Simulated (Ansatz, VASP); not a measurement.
## One calculation of Sb, two programs

Contents of INCAR:

```
PREC     = Accurate       # precision mode
ENCUT    = 500            # plane-wave cutoff, eV
EDIFF    = 1E-7           # SCF threshold, eV
ISMEAR   = 0              # smearing method
SIGMA    = 0.1            # smearing width, eV
LREAL    = False          # projectors in reciprocal space
LASPH    = True           # aspherical terms in the spheres
NELM     = 120            # most SCF steps
ALGO     = Normal         # electronic algorithm
ISIF     = 3              # what is computed and relaxed
LWAVE    = False          # write WAVECAR
LCHARG   = False          # write CHGCAR
GGA      = PE             # functional
IBRION   = 2              # ionic algorithm
NSW      = 90             # ionic steps
EDIFFG   = -0.04          # ionic threshold
GGA_COMPAT= False        
NELMIN   = 4
```

File KPOINTS:

```
Automatic mesh
0
Gamma
  6 6 4
```

POSCAR

```
Sb
1.0
    3.6184699200      0.0000000000      0.0000000000
   -1.8092349600      3.1336868800      0.0000000000
    0.0000000000      0.0000000000      6.0206391400
Sb
2
Direct
    0.0000000000      0.0000000000      0.2059912700
    0.0000000000      0.0000000000      0.7940087300
```

Input for Ansatz:

```yaml
crystal:
  lattice:
    - [3.61846992, 0.0, 0.0]
    - [-1.80923496, 3.13368688, 0.0]
    - [0.0, 0.0, 6.02063914]
  atoms:
    - { symbol: Sb, position: [0.0, 0.0, 0.20599127] }
    - { symbol: Sb, position: [0.0, 0.0, 0.79400873] }
basis:
  ecutwfc: 420
kpoints:
  mp_grid: { grid: [6, 6, 4] }
hamiltonian:
  xc: pbe
scf:
  occupations: { method: gaussian, width: 0.1 }
  lower_state_search: "off"
output:
  forces: true
  stress: true
  eigenvalues: true
relax:
  adjacent_minimum: "off"
  f_tol: 0.04
  max_steps: 70
  cell: { stress_tol: 0.4 }
```

Alike in both runs: task relaxation of cell and atoms; functional PBE; k mesh 6 × 6 × 4; occupations gaussian, width 0.1 eV; no spin polarisation.

|  | VASP | Ansatz |
| --- | --- | --- |
| version | VASP 6.6.1 | Ansatz 0.2.0 |
| potentials or method | VASP PAW PBE potentials, release 64 (Sb_d_GW), cutoff 500 eV | scalar-relativistic, plane waves, PAW |
| valence electrons in the cell | 30 | 30 |

Ansatz gave:

```
gap on the k mesh at the Fermi level, each at its own relaxed structure (eV) : none
relaxed volume (Å³/atom)                                                     : 28.84
relaxed cell length with the largest relative difference (Å)                 : 6.164
```

**Question.** Estimate VASP's values.

**Answer.** gap on the k mesh at the Fermi level, each at its own relaxed structure (eV): none; relaxed volume (Å³/atom): 30.67; relaxed cell length with the largest relative difference (Å): 6.488.

A gap of «none» marks a metal or a gap that the smearing closes. One of these differences is far larger than is usual between the two programs; its cause wasn't traced.

Neither program's run includes spin-orbit coupling.
